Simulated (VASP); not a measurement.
Write the native input for VASP 6.6.1 that does the following.

```yaml
Task: single point
Functional: PBE
Potentials_or_basis: VASP PAW PBE potentials, release 64 (Si, C)
Cutoff: 520 eV
k_mesh: 8 × 5 × 1
Occupations: fermi-dirac, width 0.02 eV
Spin: no spin polarisation
Dipole_correction: yes
Further_INCAR_settings: ALGO = Normal; EDIFF = 1e-06; NBANDS = 26
```

The structure of SiC lies in POSCAR:

```
SiC
1.0
    3.0919181385      0.0000000000      0.0000000000
    0.0000000000      5.0742764952      0.0000000000
    0.0000000000      0.0000000000     19.5702000000
Si C
4 4
Direct
    0.0000000000      0.5856641283      0.4235022034
    0.5000000000      0.0587440860      0.4473240243
    0.5000000000      0.5587589973      0.5526756714
    0.0000000000      0.0856814390      0.5764966986
    0.0000000000      0.9272255522      0.4130448564
    0.5000000000      0.4283349515      0.4512284608
    0.5000000000      0.9283465133      0.5487711343
    0.0000000000      0.4272443323      0.5869569508
```

These files were run (other wordings do the same):

INCAR

```
SYSTEM = SiC
PREC = Accurate ; ENCUT = 520
EDIFF = 1E-6 ; ISMEAR = -1
SIGMA = 0.02 ; LREAL = .FALSE.
LASPH = .TRUE. ; NELM = 100
ALGO = Normal ; ISIF = 2
LWAVE = .FALSE. ; LCHARG = .TRUE.
LDIPOL = .TRUE. ; IDIPOL = 3
DIPOL = 0.5 0.5 0.500 ; GGA = PE
LELF = .TRUE. ; LVHAR = .TRUE.
LVACPOTAV = .TRUE. ; NBANDS = 26
```

KPOINTS

```
Automatic mesh
0
G
  8 5 1
  0 0 0
```

Potentials or basis: VASP PAW PBE potentials, release 64 (Si, C).

Command:

```sh
$ cat potpaw_PBE.64/Si/POTCAR potpaw_PBE.64/C/POTCAR > POTCAR
$ mpirun -np 1 vasp_std > vasp.out
```

Results of the run:

The largest force is 0.014 eV/Å and the band gap on the k mesh is 1.26 eV (least direct gap 2.02 eV).

Wall time 3.2 min on 1 thread of Intel(R) Xeon(R) Platinum 8175M CPU @ 2.50GHz (Skylake/Cascade Lake), on a shared host, peak memory 0.42 GiB.
